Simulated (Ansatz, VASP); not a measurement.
## Two plane-wave programs on Mg

INCAR

```
ALGO     = Normal         # electronic algorithm
EDIFF    = 1E-6           # SCF threshold, eV
ENCUT    = 600            # plane-wave cutoff, eV
GGA      = PE             # functional
GGA_COMPAT= False        
ISIF     = 2              # what is computed and relaxed
ISMEAR   = 0              # smearing method
ISYM     = 0            
LASPH    = True           # aspherical terms in the spheres
LCHARG   = True           # write CHGCAR
LELF     = True           # ELF
LREAL    = False          # projectors in reciprocal space
LVHAR    = True         
LWAVE    = False          # write WAVECAR
NBANDS   = 7              # bands
NELM     = 120            # most SCF steps
PREC     = Accurate       # precision mode
SIGMA    = 0.1            # smearing width, eV
```

File KPOINTS:

```
k-points
0
Gamma
  6 6 6
```

File POSCAR:

```
Mg
1.0
   -1.8359916300      1.8359916300      1.6794040200
    1.8359916300     -1.8359916300      1.6794040200
    1.8359916300      1.8359916300     -1.6794040200
Mg
1
Direct
    0.0000000000      0.0000000000      0.0000000000
```

Input for Ansatz:

```yaml
crystal:
  lattice:
    - [-1.83599163, 1.83599163, 1.67940402]
    - [1.83599163, -1.83599163, 1.67940402]
    - [1.83599163, 1.83599163, -1.67940402]
  atoms:
    - { symbol: Mg, position: [0.0, 0.0, 0.0] }
  symmetry: { detect: false }
basis:
  ecutwfc: 510
kpoints:
  mp_grid: { grid: [6, 6, 6] }
hamiltonian:
  xc: pbe
scf:
  occupations: { method: gaussian, width: 0.1 }
output:
  forces: true
  stress: true
  eigenvalues: true
```

Alike in both runs: task single point; functional PBE; k mesh 6 × 6 × 6; occupations gaussian, width 0.1 eV; no spin polarisation.

|  | VASP | Ansatz |
| --- | --- | --- |
| version | VASP 6.6.1 | Ansatz 0.2.0 |
| potentials or method | VASP PAW PBE potentials, release 64 (Mg), cutoff 600 eV | scalar-relativistic, plane waves, PAW |
| valence electrons in the cell | 2 | 10 |

|  | VASP | Ansatz | Ansatz less VASP |
| --- | --- | --- | --- |
| gap on the k mesh at the Fermi level (eV) | none | none | - |
| pressure (GPa) | 0.5 | 0.6 | +0.12 |
| traceless stress, the component that is largest in VASP (GPa) | 2.75 | 2.76 | +0.011 |

A gap of «none» marks a metal or a gap that the smearing closes. VASP's potentials hold 2 valence electrons a cell and Ansatz's 10, so a difference there can come from the potentials and not from the codes.

The k mesh is coarse, so the values compare programs but aren't converged.
